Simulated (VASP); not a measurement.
System: SnSe, a slab with vacuum.

```
Sn Se
1.0
     4.28533    0.00000    0.00000
     0.00000    4.28533    0.00000
     0.00000    0.00000   10.99069
Sn Se
2 2
Direct
  0.50000 0.00000 0.37223
  0.00000 0.50000 0.62777
  0.50000 0.00000 0.61604
  0.00000 0.50000 0.38396
```

Base run:

| Item | Value |
| --- | --- |
| Program | VASP 6.6.1 |
| Functional | PBEsol |
| Potentials or basis | VASP PAW PBE potentials, release 64 (Sn_d, Se) |
| Cutoff | 500 eV |
| k mesh | 4 × 4 × 1 |
| Occupations | gaussian, width 0.01 eV |
| Spin | no spin polarisation |

Its results: band gap on the k mesh 1.64 eV (least direct gap 1.70 eV); largest force 0.139 eV/Å.

Problem. The run is repeated on the same cell with these changes: k mesh from 4 × 4 × 1 to 8 × 8 × 4. What comes out?

Solution. Band gap on the k mesh 0.97 eV; largest force 0.090 eV/Å.

Caveats: the PAW data sets were made with another functional, which shifts forces and pressure a little; spin-orbit coupling is left out, which moves the levels of the heavy elements.

A k mesh can miss the band edges.
